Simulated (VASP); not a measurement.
# Ni (Fm-3m) in VASP: a series of runs

Ni is run at these levels: LDA; tasks: single point.

All numbers are computed with VASP 6.6.1; they aren't measurements. Logs are shortened: lines on timing, memory, paths and dates and some standing lists are left out, and cuts for length are marked.

## (1) The cell of the first run

It takes space group Fm-3m (No. 225, cubic). Conventional cell: a = 3.514 Å, b = 3.514 Å, c = 3.514 Å, α = 90.00°, β = 90.00°, γ = 90.00°. Ni (site symmetry m-3m) has 12 Ni at 2.48 Å within 3.3 Å.

## (2) Single point, LDA, collinear spin, ferromagnetic start (volume scaled by 1.08)

The input, INCAR:

```
PREC = Accurate ; ENCUT = 520
EDIFF = 1E-6 ; ISMEAR = -1
SIGMA = 0.05 ; LREAL = F
LASPH = T ; NELM = 150
ALGO = Normal ; ISIF = 2
LWAVE = F ; LCHARG = F
ISPIN = 2 ; MAGMOM = 0.607
LORBIT = 11 ; LMAXMIX = 4
NBANDS = 15
```

The input, KPOINTS:

```
Automatic mesh
0
Gamma
  26 26 26
```

The input, POSCAR:

```
Ni
1.0
    0.0000000000      1.7569635362      1.7569635362
    1.7569635362      0.0000000000      1.7569635362
    1.7569635362      1.7569635362      0.0000000000
Ni
1
Direct
    0.0000000000      0.0000000000      0.0000000000
```

Potentials or basis: VASP PAW LDA potentials, release 64 (Ni).

Launch:

```console
$ cat potpaw_LDA.64/Ni/POTCAR > POTCAR
$ mpirun -np 1 vasp_std > vasp.out
```

OUTCAR:

```text
PREC = Accurate
   ENCUT = 520
   EDIFF = 1E-6
   ISMEAR = -1
   LREAL = F
   LASPH = T
   NELM = 150
   ISIF = 2
   ISPIN = 2
   LORBIT = 11

 ion  position               nearest neighbor table
   1  0.000  0.000  0.000-

  LATTYP: Found a face centered cubic cell.
 ALAT       =     3.5139270724

  Lattice vectors:

 A1 = (   0.0000000000,   1.7569635362,   1.7569635362)
 A2 = (   1.7569635362,   0.0000000000,   1.7569635362)
 A3 = (   1.7569635362,   1.7569635362,   0.0000000000)

Analysis of symmetry for initial positions (statically):
=====================================================================
 Subroutine PRICEL returns:
 Original cell was already a primitive cell.

 Routine SETGRP: Setting up the symmetry group for a
 face centered cubic supercell.

 Subroutine GETGRP returns: Found 48 space group operations
 (whereof 48 operations were pure point group operations)
 out of a pool of 48 trial point group operations.

The static configuration has the point symmetry O_h .

Analysis of symmetry for dynamics (positions and initial velocities):
=====================================================================
 Subroutine PRICEL returns:
 Original cell was already a primitive cell.

 Routine SETGRP: Setting up the symmetry group for a
 face centered cubic supercell.

 Subroutine GETGRP returns: Found 48 space group operations
 (whereof 48 operations were pure point group operations)
 out of a pool of 48 trial point group operations.

The dynamic configuration has the point symmetry O_h .

Analysis of structural, dynamic, and magnetic symmetry:
=====================================================================
 Subroutine PRICEL returns:
 Original cell was already a primitive cell.

 Routine SETGRP: Setting up the symmetry group for a
 face centered cubic supercell.

 Subroutine GETGRP returns: Found 48 space group operations
 (whereof 48 operations were pure point group operations)
 out of a pool of 48 trial point group operations.

The overall configuration has the point symmetry O_h .

 Subroutine INISYM returns: Found 48 space group operations
 (whereof 48 operations are pure point group operations),
 and found     1 'primitive' translations

----------------------------------------------------------------------------------------

                                     Primitive cell

  volume of cell :      10.8472

  direct lattice vectors                    reciprocal lattice vectors
     0.000000000  1.756963536  1.756963536    -0.284581888  0.284581888  0.284581888
     1.756963536  0.000000000  1.756963536     0.284581888 -0.284581888  0.284581888
     1.756963536  1.756963536  0.000000000     0.284581888  0.284581888 -0.284581888

  length of vectors
     2.484721661  2.484721661  2.484721661     0.492910289  0.492910289  0.492910289

  position of ions in fractional coordinates (direct lattice)
     0.000000000  0.000000000  0.000000000

  ion indices of the primitive-cell ions
   primitive index   ion index
                 1           1

----------------------------------------------------------------------------------------

 KPOINTS: Automatic mesh

Automatic generation of k-mesh.
 Grid dimensions read from file:
 generate k-points for:   26   26   26

 Generating k-lattice:

  Cartesian coordinates                     Fractional coordinates (reciprocal lattice)
    -0.010945457  0.010945457  0.010945457     0.038461538  0.000000000  0.000000000
     0.010945457 -0.010945457  0.010945457     0.000000000  0.038461538  0.000000000
     0.010945457  0.010945457 -0.010945457     0.000000000  0.000000000  0.038461538

  Length of vectors
     0.018958088  0.018958088  0.018958088

  Shift w.r.t. Gamma in fractional coordinates (k-lattice)
     0.000000000  0.000000000  0.000000000

 Subroutine IBZKPT returns following result:
 ===========================================

 Found    511 irreducible k-points:

 Following reciprocal coordinates:
            Coordinates               Weight
  0.000000  0.000000  0.000000      1.000000
  0.038462  0.000000  0.000000      8.000000
  0.076923  0.000000  0.000000      8.000000
  0.115385  0.000000  0.000000      8.000000
  0.153846  0.000000  0.000000      8.000000
  0.192308  0.000000  0.000000      8.000000
[... 16 lines left out ...]
  0.346154  0.038462  0.000000     24.000000
  0.384615  0.038462  0.000000     24.000000
 [... further k-points ...]
   k-points           NKPTS =    511   k-points in BZ     NKDIM =    511   number of bands    NBANDS=     15
   number of dos      NEDOS =    301   number of ions     NIONS =      1
   total plane-waves  NPLWV =   5832
   dimension x,y,z NGX =    18 NGY =   18 NGZ =   18
   dimension x,y,z NGXF=    36 NGYF=   36 NGZF=   36
   ions per type =               1
   NGX,Y,Z   is equivalent  to a cutoff of  12.04, 12.04, 12.04 a.u.
   NGXF,Y,Z  is equivalent  to a cutoff of  24.09, 24.09, 24.09 a.u.
 SYSTEM =  unknown system
   PREC   = accura    normal or accurate (medium, high low for compatibility)
   ISTART =      0    job   : 0-new  1-cont  2-samecut
   ICHARG =      2    charge: 1-file 2-atom 10-const
   ISPIN  =      2    spin polarized calculation?
   LNONCOLLINEAR =      F non collinear calculations
   LSORBIT =      F    spin-orbit coupling
   LASPH  =      T    aspherical Exc in radial PAW
   ENCUT  =  520.0 eV  38.22 Ry    6.18 a.u.   4.62  4.62  4.62*2*pi/ulx,y,z
   NELM   =    150;   NELMIN=  2; NELMDL= -5     # of ELM steps
   EDIFF  = 0.1E-05   stopping-criterion for ELM
   LREAL  =      F    real-space projection
   EDIFFG = 0.1E-04   stopping-criterion for IOM
   NSW    =      0    number of steps for IOM
   IBRION =     -1    ionic relax: 0-MD 1-quasi-New 2-CG
   NFREE  =      0    steps in history (QN), initial steepest desc. (CG)
   ISIF   =      2    stress and relaxation
   ISYM   =      2    0-nonsym 1-usesym 2-fastsym
   POTIM  = 0.5000    time-step for ionic-motion
   TEBEG  =    0.0;   TEEND  =   0.0 temperature during run
   PSTRESS=    0.0 pullay stress
   NELECT =      10.0000    total number of electrons
   NUPDOWN=      -1.0000    fix difference up-down
   EMIN   =  10.00;   EMAX   =-10.00  energy-range for DOS
   EFERMI =   0.00;   METHOD = LEGACY
   ISMEAR =    -1;   SIGMA  =   0.05  broadening in eV -4-tet -1-fermi 0-gaus
   EFERMI_NEDOS =   21; number of points for ismear=-14 and -15
   IALGO  =     38    algorithm
   IMIX   =      4    mixing-type and parameters
     AMIX     =   0.40;   BMIX     =  1.00
     AMIX_MAG =   1.60;   BMIX_MAG =  1.00
  volume/ion in A,a.u.               =      10.85        73.20
  Fermi-wavevector in a.u.,A,eV,Ry     =   1.593317  3.010932 34.540537  2.538658
  Thomas-Fermi vector in A             =   2.691565
   LORBIT       =     11    0 simple, 1 ext, 2 COOP (PROOUT), +10 PAW based schemes
   GGA     = CA    functional components
   LHFCALC =     F    Hartree Fock is set to
   AEXX    =    0.0000 exact exchange contribution
   IVDW    =     0    specifies the selected vdW correction
   LEPSILON=     F    determine dielectric tensor
   LRPA    =     F    only Hartree local field effects (RPA)
 spin polarized calculation
  energy-cutoff  :      520.00
  volume of cell :       10.85
 maximum number of plane-waves:       305
   NGX =  9   NGY =  9   NGZ =  9

 number of electron      10.0000013 magnetization       0.5823039

 Free energy of the ion-electron system (eV)
  ---------------------------------------------------
  ext. energy  EPLUGINS =         0.00000000
  ---------------------------------------------------
  free energy    TOTEN  =        -6.54122496 eV

  energy without entropy =       -6.52582030  energy(sigma->0) =       -6.53352263

 E-fermi :   9.0626     XC(G=0): -13.6298

 val. band max:        9.0612504880   @ k =   0.3462   0.2692   0.0769
 cond. band min:       9.0634327622   @ k =  -0.2692   0.3846   0.1154
 fundamental gap:      0.0021822743
 Fermi energy:         9.0625990488

 spin component 1

 k-point     1 :       0.0000    0.0000    0.0000
  band No.  band energies     occupation
      1       0.0658      1.00000
      2       6.7248      1.00000
      3       6.7248      1.00000
      4       6.7248      1.00000
      5       7.8816      1.00000
      6       7.8816      1.00000
      7      32.8796      0.00000
      8      36.6537      0.00000
      9      36.6537      0.00000
     10      36.6537      0.00000
     11      39.6285      0.00000
     12      39.6285      0.00000
     13      39.6285      0.00000
     14      42.8090      0.00000
     15      48.8178      0.00000

 k-point     2 :       0.0385    0.0000    0.0000
  band No.  band energies     occupation
      1       0.1240      1.00000
      2       6.7094      1.00000
      3       6.7383      1.00000
      4       6.7383      1.00000
      5       7.8758      1.00000
      6       7.8758      1.00000
      7      32.7208      0.00000
      8      35.7241      0.00000
      9      36.5028      0.00000
     10      36.5028      0.00000
     11      39.8479      0.00000
     12      39.8479      0.00000
     13      40.3276      0.00000
     14      43.2034      0.00000
     15      48.1265      0.00000
[... 365 lines left out ...]
      3       6.8435      1.00000
      4       6.8874      1.00000
      5       8.2172      1.00000
      6       8.3045      1.00000
      7      19.6697      0.00000
      8      31.9075      0.00000
      9      32.7834      0.00000
     10      35.0287      0.00000
     11      37.5729      0.00000
     12      39.4320      0.00000
     13      42.3205      0.00000
     14      48.2817      0.00000
     15      50.8025      0.00000

 k-point    24 :       0.3846    0.0385    0.0000
  band No.  band energies     occupation
      1       3.9268      1.00000
      2       6.7883      1.00000
      3       6.8385      1.00000
      4       7.0585      1.00000
      5       8.4096      1.00000
      6       8.4172      1.00000
      7      18.0477      0.00000
      8      31.6267      0.00000
      9      32.7281      0.00000
     10      34.4714      0.00000
     11      37.3262      0.00000
     12      38.7363      0.00000
     13      42.6558      0.00000
     14      49.7986      0.00000
     15      52.3332      0.00000

 [... further k-points ...]

 spin component 2

 k-point     1 :       0.0000    0.0000    0.0000
  band No.  band energies     occupation
      1       0.1037      1.00000
      2       7.3210      1.00000
      3       7.3210      1.00000
      4       7.3210      1.00000
      5       8.4294      1.00000
      6       8.4294      1.00000
      7      32.8590      0.00000
      8      36.6999      0.00000
      9      36.6999      0.00000
     10      36.6999      0.00000
     11      39.7846      0.00000
     12      39.7846      0.00000
     13      39.7846      0.00000
     14      42.7825      0.00000
     15      48.9816      0.00000

 k-point     2 :       0.0385    0.0000    0.0000
  band No.  band energies     occupation
      1       0.1619      1.00000
      2       7.3041      1.00000
      3       7.3349      1.00000
      4       7.3349      1.00000
      5       8.4233      1.00000
      6       8.4233      1.00000
      7      32.7126      0.00000
      8      35.7837      0.00000
      9      36.5594      0.00000
     10      36.5594      0.00000
     11      39.9923      0.00000
     12      39.9923      0.00000
     13      40.4448      0.00000
     14      43.1922      0.00000
     15      48.2853      0.00000
[... 365 lines left out ...]
      3       7.3924      1.00000
      4       7.4421      1.00000
      5       8.8114      0.99346
      6       8.9115      0.95354
      7      19.8870      0.00000
      8      31.9073      0.00000
      9      32.9097      0.00000
     10      35.1525      0.00000
     11      37.6654      0.00000
     12      39.5267      0.00000
     13      42.4209      0.00000
     14      48.4156      0.00000
     15      50.9170      0.00000

 k-point    24 :       0.3846    0.0385    0.0000
  band No.  band energies     occupation
      1       4.1539      1.00000
      2       7.3128      1.00000
      3       7.3861      1.00000
      4       7.3863      1.00000
      5       8.9983      0.78346
      6       9.0342      0.63829
      7      18.2940      0.00000
      8      31.6201      0.00000
      9      32.8511      0.00000
     10      34.5931      0.00000
     11      37.4255      0.00000
     12      38.8376      0.00000
     13      42.7805      0.00000
     14      49.9379      0.00000
     15      52.4429      0.00000

 [... further k-points ...]
[... 5 lines left out ...]
  --------------------------------------------------------------------------------------
  -------------------------------------------------------------------------------------
  Total       -1.1136228     -1.1136228     -1.1136228      0.0000000      0.0000000      0.0000000
  in kB     -164.4865701   -164.4865701   -164.4865701      0.0000000      0.0000000      0.0000000
  external PRESSURE =    -164.4865701 kB  Pullay stress =       0.0000000 kB

 VOLUME and BASIS-vectors are now :
 -----------------------------------------------------------------------------
  energy-cutoff  :      520.00
  volume of cell :       10.85
      direct lattice vectors                 reciprocal lattice vectors
     0.000000000  1.756963536  1.756963536    -0.284581888  0.284581888  0.284581888
     1.756963536  0.000000000  1.756963536     0.284581888 -0.284581888  0.284581888
     1.756963536  1.756963536  0.000000000     0.284581888  0.284581888 -0.284581888

 POSITION                                       TOTAL-FORCE (eV/Angst)
 -----------------------------------------------------------------------------------
      0.00000      0.00000      0.00000         0.000000      0.000000      0.000000
 -----------------------------------------------------------------------------------
    total drift:                               -0.000000     -0.000000     -0.000000

  FREE ENERGIE OF THE ION-ELECTRON SYSTEM (eV)
  ---------------------------------------------------
  free  energy   TOTEN  =        -6.5412249569 eV

  energy  without entropy=       -6.5258202960  energy(sigma->0) =       -6.53352263

 total charge

# of ion       s       p       d       tot
------------------------------------------
    1        0.500   0.498   8.328   9.326

 magnetization (x)

# of ion       s       p       d       tot
------------------------------------------
    1       -0.005  -0.018   0.611   0.588
```

Wall time 59 s (1 thread of Intel Xeon 6975P-C (Granite Rapids), shared host); peak memory 0.22 GiB.

Results:

| Property | Result |
| --- | --- |
| Free energy | -6.5412 eV |
| Pressure | -16.4 GPa |
| Net moment | 0.58 μB per cell |
| Site moments | Ni +0.59 μB |
| Valence electrons inside the program's atomic spheres | Ni 9.33 |

## (3) Single point, LDA, collinear spin, ferromagnetic start (volume scaled by 1.12)

The input, INCAR:

```
  PREC = Accurate
  ENCUT = 520
  EDIFF = 1E-6
  ISMEAR = -1
  SIGMA = 0.05
  LREAL = F
  LASPH = T
  NELM = 150
  ALGO = Normal
  ISIF = 2
  LWAVE = F
  LCHARG = F
  ISPIN = 2
  MAGMOM = 0.607
  LORBIT = 11
  LMAXMIX = 4
  GGA = CA
  NBANDS = 15
```

The input, KPOINTS:

```
regular mesh
0
Gamma
  26 26 26
```

The input, POSCAR:

```
Ni
1.0
    0.0000000000      1.7783920326      1.7783920326
    1.7783920326      0.0000000000      1.7783920326
    1.7783920326      1.7783920326      0.0000000000
Ni
1
Direct
    0.0000000000      0.0000000000      0.0000000000
```

Potentials or basis: VASP PAW LDA potentials, release 64 (Ni).

Launch:

```console
$ cat potpaw_LDA.64/Ni/POTCAR > POTCAR
$ mpirun -np 1 vasp_std > vasp.out
```

Wall time 86 s (1 thread of Intel Xeon 6975P-C (Granite Rapids), shared host); peak memory 0.22 GiB.

The run converged. Its results:

```yaml
Free_energy: -6.4929 eV
Pressure: -22.0 GPa
Net_moment: 0.59 μB per cell
Site_moments: Ni +0.60 μB
Valence_electrons_inside_the_program's_atomic_spheres: Ni 9.26
```

Levels at points of the mesh, in eV from the Fermi level:
Spin up:
```csv
k point,band 3,band 4,band 5,band 6,band 7,band 8
"(0.00, 0.00, 0.00)",-2.25,-2.25,-1.16,-1.16,23.51,27.00
"(0.50, 0.00, 0.00)",-2.25,-0.50,-0.50,-0.19,5.49,22.05
"(0.50, 0.50, 0.00)",-0.47,-0.36,-0.36,2.44,8.99,14.47
```
Spin down:
| k point | band 3 | band 4 | band 5 | band 6 | band 7 | band 8 |
| --- | --- | --- | --- | --- | --- | --- |
| (0.00, 0.00, 0.00) | -1.65 | -1.65 | -0.60 | -0.60 | 23.49 | 27.04 |
| (0.50, 0.00, 0.00) | -1.70 | -0.16 | 0.14 | 0.14 | 5.86 | 22.02 |
| (0.50, 0.50, 0.00) | 0.11 | 0.33 | 0.33 | 2.48 | 9.25 | 14.53 |

(Part 1 of 2 ends here.)
